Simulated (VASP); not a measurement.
Set up this calculation in VASP 6.6.1, as the native input.

```
Task                   : single point
Functional             : PBE
Potentials or basis    : VASP PAW PBE potentials, release 64 (Si, N, O)
Cutoff                 : 520 eV
k mesh                 : 1 × 1 × 1
Occupations            : fermi-dirac, width 0.05 eV
Spin                   : no spin polarisation
Dipole correction      : no
Further INCAR settings : LREAL = Auto; ALGO = Normal; EDIFF = 1e-07; NBANDS = 73; ISYM = 0
```

The structure of Si9N8O6 lies in POSCAR:

```
Si9N8O6
1.0
    6.9494310000     -0.1483230000     -0.0508250000
   -0.1483230000      6.7490330000     -0.1619310000
   -0.0508250000     -0.1619310000      6.6115700000
Si N O
9 8 6
Direct
    0.7530037494      0.4205254831      0.6899950432
    0.2303136370      0.4745159222      0.7025696663
    0.0406358008      0.0790259293      0.6266272704
    0.5839531180      0.6244553813      0.9290271602
    0.2791375153      0.4779611057      0.2196414594
    0.5198005662      0.7597115196      0.5415932539
    0.4763410235      0.2208793361      0.4982900044
    0.9512289398      0.6605278606      0.4483897392
    0.8131139834      0.9479724531      0.2127379194
    0.1069617094      0.9225875773      0.8508816904
    0.3315005691      0.5122734718      0.9588862361
    0.6977042291      0.7363885782      0.1341079284
    0.9857328117      0.5460940841      0.6665193640
    0.2485081969      0.2226351738      0.6248627732
    0.3213921848      0.5947461337      0.4872657469
    0.9792682447      0.9051516822      0.4396907884
    0.1049565280      0.8977008425      0.0174218848
    0.0349615637      0.5355754475      0.2395635514
    0.5180002242      0.9740432448      0.4472562732
    0.4009480381      0.2776817822      0.2540507735
    0.5453574997      0.8170732542      0.7784074409
    0.8456078527      0.1898466540      0.7115946859
    0.7086647727      0.6107335297      0.4616253898
```

These files were run (other wordings do the same):

INCAR

```
  PREC = Accurate
  ENCUT = 520
  EDIFF = 1E-7
  ISMEAR = -1
  SIGMA = 0.05
  LREAL = Auto
  LASPH = True
  NELM = 100
  ALGO = Normal
  ISIF = 2
  LWAVE = False
  LCHARG = False
  GGA = PE
  NBANDS = 73
  ISYM = 0
```

KPOINTS

```
Automatic mesh
0
Gamma
  1 1 1
```

Potentials or basis: VASP PAW PBE potentials, release 64 (Si, N, O).

Run with:

```console
$ cat potpaw_PBE.64/Si/POTCAR potpaw_PBE.64/N/POTCAR potpaw_PBE.64/O/POTCAR > POTCAR
$ mpirun -np 1 vasp_gam > vasp.out
```

Results of the run:

The pressure is -2.7 GPa and the largest force is 2.884 eV/Å.

Caveat: the k points lie up to 0.95 Å⁻¹ apart; the standard files for N, O and F lose accuracy on very short bonds; the atoms stand as in a frame of molecular dynamics.

It took 42 s on 1 thread of Intel(R) Xeon(R) Platinum 8559C (Emerald Rapids), with other jobs on the host, peak memory 0.34 GiB.
